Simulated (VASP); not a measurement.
# CrB3S2 (P6/mmm) in VASP: further runs

CrB3S2 is run at these levels: PBE; tasks: relaxation of cell and atoms.

Everything below comes from runs of VASP 6.6.1. Logs are shortened: lines on timing, memory, paths and dates and some standing lists are left out, and cuts for length are marked.

### 1 The cell of the first run

The structure is hexagonal, space group P6/mmm (No. 191). Conventional cell: a = 4.169 Å, b = 4.169 Å, c = 7.177 Å, α = 90.00°, β = 90.00°, γ = 120.00°. Within 2.7 Å of Cr (site symmetry 6/mmm) lie 2 B at 2.01 Å and 6 S at 2.41 Å. Within 2.1 Å of B (site symmetry 6/mmm) lie 2 B at 1.58 Å. B (site symmetry 6mm) has 1 B at 1.58 Å and 1 Cr at 2.01 Å within 2.1 Å. S (site symmetry -6m2) has 3 S at 2.41 Å and 3 Cr at 2.41 Å and 6 B at 3.14 Å within 3.2 Å.

The cell was built from a structure type or drawn by symmetry, and may not be a known phase.

### 2 Relaxation of cell and atoms, PBE

File INCAR:

```
PREC     = Accurate       # precision mode
ENCUT    = 600            # plane-wave cutoff, eV
EDIFF    = 1E-6           # SCF threshold, eV
ISMEAR   = 0              # smearing method
SIGMA    = 0.1            # smearing width, eV
LREAL    = False          # projectors in reciprocal space
LASPH    = True           # aspherical terms in the spheres
NELM     = 100            # most SCF steps
ALGO     = Normal         # electronic algorithm
ISIF     = 3              # what is computed and relaxed
LWAVE    = False          # write WAVECAR
LCHARG   = False          # write CHGCAR
GGA      = PE             # functional
IBRION   = 2              # ionic algorithm
NSW      = 90             # ionic steps
EDIFFG   = -0.04          # ionic threshold
```

File KPOINTS:

```
regular mesh
0
Gamma
  6 6 4
```

File POSCAR:

```
CrB3S2
1.0
    4.1688816521      0.0000000000      0.0000000000
   -2.0844408261      3.6103574161      0.0000000000
    0.0000000000      0.0000000000      7.1773073501
Cr B S
1 3 2
Direct
    0.0000000000      0.0000000000      0.5000000000
    0.0000000000      0.0000000000      0.0000000000
    0.0000000000      0.0000000000      0.7803332799
    0.0000000000      0.0000000000      0.2196667201
    0.3333333333      0.6666666667      0.5000000000
    0.6666666667      0.3333333333      0.5000000000
```

Potentials or basis: VASP PAW PBE potentials, release 64 (Cr_pv, B, S).

Launch:

```bash
$ cat potpaw_PBE.64/Cr_pv/POTCAR potpaw_PBE.64/B/POTCAR potpaw_PBE.64/S/POTCAR > POTCAR
$ mpirun -np 1 vasp_std > vasp.out
```

OUTCAR:

```text
PREC = Accurate
   ENCUT = 600
   EDIFF = 1E-6
   ISMEAR = 0
   LREAL = False
   LASPH = True
   NELM = 100
   ISIF = 3
   GGA = PE
   IBRION = 2
   NSW = 90
   EDIFFG = -0.04

 ion  position               nearest neighbor table
   1  0.000  0.000  0.500-   3 2.01   4 2.01   5 2.41   6 2.41   6 2.41   5 2.41   6 2.41   5 2.41

   2  0.000  0.000  0.000-   3 1.58   4 1.58
   3  0.000  0.000  0.780-   2 1.58   1 2.01
   4  0.000  0.000  0.220-   2 1.58   1 2.01
   5  0.333  0.667  0.500-   6 2.41   6 2.41   1 2.41   1 2.41   1 2.41   6 2.41
   6  0.667  0.333  0.500-   5 2.41   5 2.41   1 2.41   1 2.41   1 2.41   5 2.41

  LATTYP: Found a hexagonal cell.
 ALAT       =     4.1688816521
 C/A-ratio  =     1.7216385470

  Lattice vectors:

 A1 = (   4.1688816521,   0.0000000000,   0.0000000000)
 A2 = (  -2.0844408261,   3.6103574161,   0.0000000000)
 A3 = (   0.0000000000,   0.0000000000,   7.1773073501)

Analysis of symmetry for initial positions (statically):
=====================================================================
 Subroutine PRICEL returns:
 Original cell was already a primitive cell.

 Routine SETGRP: Setting up the symmetry group for a
 hexagonal supercell.

 Subroutine GETGRP returns: Found 24 space group operations
 (whereof 24 operations were pure point group operations)
 out of a pool of 24 trial point group operations.

The static configuration has the point symmetry D_6h.

Analysis of symmetry for dynamics (positions and initial velocities):
=====================================================================
 Subroutine PRICEL returns:
 Original cell was already a primitive cell.

 Routine SETGRP: Setting up the symmetry group for a
 hexagonal supercell.

 Subroutine GETGRP returns: Found 24 space group operations
 (whereof 24 operations were pure point group operations)
 out of a pool of 24 trial point group operations.

The dynamic configuration has the point symmetry D_6h.

 Subroutine INISYM returns: Found 24 space group operations
 (whereof 24 operations are pure point group operations),
 and found     1 'primitive' translations

----------------------------------------------------------------------------------------

                                     Primitive cell

  volume of cell :     108.0267

  direct lattice vectors                    reciprocal lattice vectors
[... 80 lines left out ...]
   NGXF,Y,Z  is equivalent  to a cutoff of  28.71, 28.71, 27.80 a.u.
 SYSTEM =  unknown system
   PREC   = accura    normal or accurate (medium, high low for compatibility)
   ISTART =      0    job   : 0-new  1-cont  2-samecut
   ICHARG =      2    charge: 1-file 2-atom 10-const
   ISPIN  =      1    spin polarized calculation?
   LNONCOLLINEAR =      F non collinear calculations
   LSORBIT =      F    spin-orbit coupling
   LASPH  =      T    aspherical Exc in radial PAW
   ENCUT  =  600.0 eV  44.10 Ry    6.64 a.u.   8.33  8.33 14.33*2*pi/ulx,y,z
   NELM   =    100;   NELMIN=  2; NELMDL= -5     # of ELM steps
   EDIFF  = 0.1E-05   stopping-criterion for ELM
   LREAL  =      F    real-space projection
   EDIFFG = -.4E-01   stopping-criterion for IOM
   NSW    =     90    number of steps for IOM
   IBRION =      2    ionic relax: 0-MD 1-quasi-New 2-CG
   NFREE  =      1    steps in history (QN), initial steepest desc. (CG)
   ISIF   =      3    stress and relaxation
   ISYM   =      2    0-nonsym 1-usesym 2-fastsym
   POTIM  = 0.5000    time-step for ionic-motion
   TEBEG  =    0.0;   TEEND  =   0.0 temperature during run
   PSTRESS=    0.0 pullay stress
   NELECT =      33.0000    total number of electrons
   NUPDOWN=      -1.0000    fix difference up-down
   EMIN   =  10.00;   EMAX   =-10.00  energy-range for DOS
   EFERMI =   0.00;   METHOD = LEGACY
   ISMEAR =     0;   SIGMA  =   0.10  broadening in eV -4-tet -1-fermi 0-gaus
   EFERMI_NEDOS =   21; number of points for ismear=-14 and -15
   IALGO  =     38    algorithm
   IMIX   =      4    mixing-type and parameters
     AMIX     =   0.40;   BMIX     =  1.00
     AMIX_MAG =   1.60;   BMIX_MAG =  1.00
  volume/ion in A,a.u.               =      18.00       121.50
  Fermi-wavevector in a.u.,A,eV,Ry     =   1.102560  2.083537 16.539777  1.215639
  Thomas-Fermi vector in A             =   2.239005
   LORBIT       =      0    0 simple, 1 ext, 2 COOP (PROOUT), +10 PAW based schemes
   GGA     = PE    functional components
   LHFCALC =     F    Hartree Fock is set to
   AEXX    =    0.0000 exact exchange contribution
   IVDW    =     0    specifies the selected vdW correction
   LEPSILON=     F    determine dielectric tensor
   LRPA    =     F    only Hartree local field effects (RPA)
 conjugate gradient relaxation of ions
 non-spin polarized calculation
 Gauss-broadening in eV      SIGMA  =   0.10
  energy-cutoff  :      600.00
  volume of cell :      108.03
 maximum number of plane-waves:      3624
 NGX is ok and might be reduce to    36
   NGX = 17   NGY = 17   NGZ = 29

--------------------------------------- Ionic step        1  -------------------------------------------

 number of electron      32.9999994 magnetization

 Free energy of the ion-electron system (eV)
  ---------------------------------------------------
  ext. energy  EPLUGINS =         0.00000000
  ---------------------------------------------------
  free energy    TOTEN  =       -30.76188867 eV

  energy without entropy =      -30.73291916  energy(sigma->0) =      -30.74740391

------------------------ aborting loop because EDIFF is reached ----------------------------------------

  FORCE on cell =-STRESS in cart. coord.  units (eV):
  Direction    XX          YY          ZZ          XY          YZ          ZX
  --------------------------------------------------------------------------------------
  -------------------------------------------------------------------------------------
  Total        0.0420513      0.0420513      0.1885298     -0.0000000     -0.0000000     -0.0000000
  in kB        0.6236756      0.6236756      2.7961426     -0.0000000     -0.0000000     -0.0000000
  external PRESSURE =       1.3478313 kB  Pullay stress =       0.0000000 kB
[... 67 lines left out ...]
--------------------------------------- Ionic step        3  -------------------------------------------

 number of electron      32.9999994 magnetization

 Free energy of the ion-electron system (eV)
  ---------------------------------------------------
  ext. energy  EPLUGINS =         0.00000000
  ---------------------------------------------------
  free energy    TOTEN  =       -30.76198655 eV

  energy without entropy =      -30.73309279  energy(sigma->0) =      -30.74753967

 E-fermi :   2.4380     XC(G=0):  -8.8678

 val. band max:        2.3936978400   @ k =   0.1667  -0.0000   0.0000
 cond. band min:       2.4435457470   @ k =   0.5000  -0.0000   0.0000
 fundamental gap:      0.0498479071
 Fermi energy:         2.4380063353

 k-point     1 :       0.0000    0.0000    0.0000
  band No.  band energies     occupation
      1     -40.6921      2.00000
      2     -40.6921      2.00000
      3     -40.6639      2.00000
      4     -13.7136      2.00000
      5      -7.0716      2.00000
      6      -5.6845      2.00000
[... 505 lines left out ...]
  FREE ENERGIE OF THE ION-ELECTRON SYSTEM (eV)
  ---------------------------------------------------
  free  energy   TOTEN  =       -30.7619865465 eV

  energy  without entropy=      -30.7330927933  energy(sigma->0) =      -30.74753967

 reached required accuracy - stopping structural energy minimisation
```

CONTCAR:

```text
CrB3S2
   1.00000000000000
     4.1694665820664394   -0.0000000000000081   -0.0000000000000000
    -2.0847332910832339    3.6108639803103801   -0.0000000000000000
    -0.0000000000000000   -0.0000000000000000    7.1818222319946736
  Cr              B               S
     1     3     2
Direct
     0.0000000000000000    0.0000000000000000    0.5000000000000000
     0.0000000000000000    0.0000000000000000    1.0000000000000000
     0.0000000000000000    0.0000000000000000    0.7801777683248602
     0.0000000000000000    0.0000000000000000    0.2198222316751397
     0.3333333332999970    0.6666666667000030    0.5000000000000000
     0.6666666667000030    0.3333333332999970    0.5000000000000000

  0.00000000E+00  0.00000000E+00  0.00000000E+00
  0.00000000E+00  0.00000000E+00  0.00000000E+00
  0.00000000E+00  0.00000000E+00  0.00000000E+00
  0.00000000E+00  0.00000000E+00  0.00000000E+00
  0.00000000E+00  0.00000000E+00  0.00000000E+00
  0.00000000E+00  0.00000000E+00  0.00000000E+00
```

It took 2.1 min on 1 thread of Intel Xeon Platinum 8488C (Sapphire Rapids), shared host; peak memory 0.31 GiB.

Results:

```
Free energy                           : -30.7620 eV
Relaxed volume                        : 18.02 Å³/atom
Relaxed cell                          : a = 4.169 Å, b = 4.169 Å, c = 7.182 Å, α = 90.00°, β = 90.00°, γ = 120.00°
Space group after relaxing (to 0.1 Å) : P6/mmm (No. 191)
Energy gained by relaxing             : 0.0 meV/atom
Ionic steps                           : 3
Pressure after relaxing               : 0.0 GPa
Largest force after relaxing          : 0.010 eV/Å
Band gap on the k mesh                : zero (an odd number of electrons rules out a gap without spin polarisation)
```

Forces on the atoms (eV/Å):
```
Cr   0.000  0.000  0.000
B    0.000  0.000  0.000
B    0.000  0.000 -0.010
B    0.000  0.000  0.010
S    0.000  0.000  0.000
S    0.000  0.000  0.000
```

Final structure:
```cif
data_structure
_symmetry_space_group_name_H-M 'P 1'
_symmetry_Int_Tables_number 1
_cell_length_a 4.1695
_cell_length_b 4.1695
_cell_length_c 7.1818
_cell_angle_alpha 90.000
_cell_angle_beta 90.000
_cell_angle_gamma 120.000
_cell_volume 108.13
loop_
_atom_site_label
_atom_site_type_symbol
_atom_site_fract_x
_atom_site_fract_y
_atom_site_fract_z
_atom_site_occupancy
Cr1 Cr 0.00000 0.00000 0.50000 1
B1 B 0.00000 0.00000 0.00000 1
B2 B 0.00000 0.00000 0.78018 1
B3 B 0.00000 0.00000 0.21982 1
S1 S 0.33333 0.66667 0.50000 1
S2 S 0.66667 0.33333 0.50000 1
```

Caveat: the run has no spin polarisation, though such a crystal can be magnetic. Spin polarisation is off, so any magnetic state and its effect on volume and gap are missing.

### 3 Relaxation of cell and atoms, PBE, collinear spin, ferromagnetic start

This run uses another cell than the first one, of 15.80 Å³/atom.

File INCAR:

```
ALGO = Normal
EDIFF = 1E-6
EDIFFG = -0.04
ENCUT = 600
GGA = PE
IBRION = 2
ISIF = 3
ISMEAR = 0
ISPIN = 2
LASPH = True
LCHARG = False
LMAXMIX = 4
LORBIT = 11
LREAL = False
LWAVE = False
MAGMOM = 3 0 0 0 0 0
NELM = 150
NSW = 90
PREC = Accurate
SIGMA = 0.1
```

File KPOINTS:

```
k-points
0
Gamma
  6 6 2
```

File POSCAR:

```
CrB3S2
1.0
    3.8044010600      0.0000000000      0.0000000000
   -1.9022005300      3.2947079600      0.0000000000
    0.0000000000      0.0000000000      7.5611337100
Cr B S
1 3 2
Direct
    0.0000000000      0.0000000000      0.5000000000
    0.0000000000      0.0000000000      0.0000000000
    0.0000000000      0.0000000000      0.7288393000
    0.0000000000      0.0000000000      0.2711607000
    0.3333333300      0.6666666700      0.5000000000
    0.6666666700      0.3333333300      0.5000000000
```

Potentials or basis: VASP PAW PBE potentials, release 64 (Cr_pv, B, S).

Launch:

```bash
$ cat potpaw_PBE.64/Cr_pv/POTCAR potpaw_PBE.64/B/POTCAR potpaw_PBE.64/S/POTCAR > POTCAR
$ mpirun -np 1 vasp_std > vasp.out
```

It took 14 min on 1 thread of Intel Xeon Platinum 8488C (Sapphire Rapids), shared host; peak memory 0.3 GiB.

The run converged. Its results:

| Quantity | Value |
| --- | --- |
| Free energy | -30.7281 eV |
| Relaxed volume | 18.04 Å³/atom |
| Relaxed cell | a = 4.175 Å, b = 4.175 Å, c = 7.168 Å, α = 90.00°, β = 90.00°, γ = 120.00° |
| Space group after relaxing (to 0.1 Å) | P6/mmm (No. 191) |
| Energy gained by relaxing | 908.5 meV/atom |
| Ionic steps | 10 |
| Pressure after relaxing | 0.1 GPa |
| Largest force after relaxing | 0.007 eV/Å |
| Net moment | 0.00 μB per cell |
| Valence electrons inside the program's atomic spheres | Cr 11.07; B 1.88, 1.72 (each value once); S 3.60 |

Forces in eV/Å, atoms in the order of the input:
```
Cr   0.000  0.000  0.000
B    0.000  0.000  0.000
B    0.000  0.000  0.007
B    0.000  0.000 -0.007
S    0.000  0.000  0.000
S    0.000  0.000  0.000
```

Stress tensor (GPa, compression positive):
```
-0.03  0.00  0.00
 0.00 -0.03  0.00
 0.00  0.00  0.23
```

The path:
```
step  energy change (eV)  largest force (eV/Å)  pressure (GPa)  volume (Å³)
   1              0.0000                9.1011           22.44        94.77
   2             -4.6689                0.2124           -9.11       127.92
   3             -4.8332                1.3627           -8.12       121.01
   4             -4.9743                3.9341            3.45       108.23
   5             -5.3783                0.6627           -3.07       113.61
   6             -5.3786                0.7290           -2.92       113.46
   7             -5.4499                0.1515           -0.22       108.50
   8             -5.4499                0.1363           -0.26       108.58
   9             -5.4506                0.0522            0.15       108.07
  10             -5.4507                0.0065            0.06       108.22
```

Final structure:
```yaml
crystal:
  lattice:
    - [4.17539, 0.00000, 0.00000]
    - [-2.08770, 3.61600, 0.00000]
    - [0.00000, 0.00000, 7.16787]
  atoms:
    - { symbol: Cr, position: [0.00000, 0.00000, 0.50000] }
    - { symbol: B, position: [0.00000, 0.00000, 0.00000] }
    - { symbol: B, position: [0.00000, 0.00000, 0.78012] }
    - { symbol: B, position: [0.00000, 0.00000, 0.21988] }
    - { symbol: S, position: [0.33333, 0.66667, 0.50000] }
    - { symbol: S, position: [0.66667, 0.33333, 0.50000] }
```

Levels at points of the mesh, in eV from the Fermi level:
Spin up:
```csv
k point,band 14,band 15,band 16,band 17,band 18,band 19
"(0.00, 0.00, 0.00)",-1.02,-1.02,0.30,0.73,0.73,0.96
"(0.50, 0.00, 0.00)",-1.30,-1.27,-0.02,0.06,0.54,0.90
"(0.00, 0.00, 0.50)",-1.25,-1.25,0.30,0.41,1.12,1.12
"(0.50, 0.00, 0.50)",-1.56,-0.46,-0.45,0.54,0.83,0.87
```
Spin down:
| k point | band 13 | band 14 | band 15 | band 16 | band 17 | band 18 | band 19 | band 20 |
| --- | --- | --- | --- | --- | --- | --- | --- | --- |
| (0.00, 0.00, 0.00) | -1.77 | -1.02 | -1.02 | 0.30 | 0.73 | 0.73 | 0.96 | 1.95 |
| (0.50, 0.00, 0.00) | -2.08 | -1.30 | -1.27 | -0.02 | 0.06 | 0.54 | 0.90 | 0.96 |
| (0.00, 0.00, 0.50) | -1.68 | -1.25 | -1.25 | 0.30 | 0.41 | 1.12 | 1.12 | 1.95 |
| (0.50, 0.00, 0.50) | -2.08 | -1.56 | -0.46 | -0.45 | 0.54 | 0.83 | 0.87 | 0.93 |

Caveat: the k points lie up to 0.44 Å⁻¹ apart in the final cell. With open d or f shells a metallic result of PBE can be an artefact of self-interaction; +U or a hybrid may open a gap.
